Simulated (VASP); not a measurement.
CH3, 4 atoms in the cell. The cell holds a cluster in a box, 4 atoms: a = 9.000 Å, b = 9.400 Å, c = 9.800 Å, α = 90.00°, β = 90.00°, γ = 90.00°. 

```yaml
Program: VASP 6.6.1
Task: single point
Functional: PBE
Potentials_or_basis: VASP PAW PBE potentials, release 64 (C, H)
Cutoff: 520 eV
k_mesh: 1 × 1 × 1
Occupations: gaussian, width 0.05 eV
Spin: collinear spin, ferromagnetic start
Starting_moments: "[1.0, 0.0, 0.0, 0.0] μB"
Dipole_correction: no
Further_INCAR_settings: ALGO = Normal; EDIFF = 1e-06; NBANDS = 16
```

Potentials or basis: VASP PAW PBE potentials, release 64 (C, H).

The run is started by

```sh
$ cat potpaw_PBE.64/C/POTCAR potpaw_PBE.64/H/POTCAR > POTCAR
$ mpirun -np 1 vasp_gam > vasp.out
```

Hardware: 1 thread of Intel(R) Xeon(R) Platinum 8488C (Sapphire Rapids), on a shared host.

Question: How long does it take, and how much memory?

Answer: Wall time 2.6 min on 1 thread of Intel(R) Xeon(R) Platinum 8488C (Sapphire Rapids), on a shared host, peak memory 0.97 GiB. Counts: scf iterations 25, k points 1.
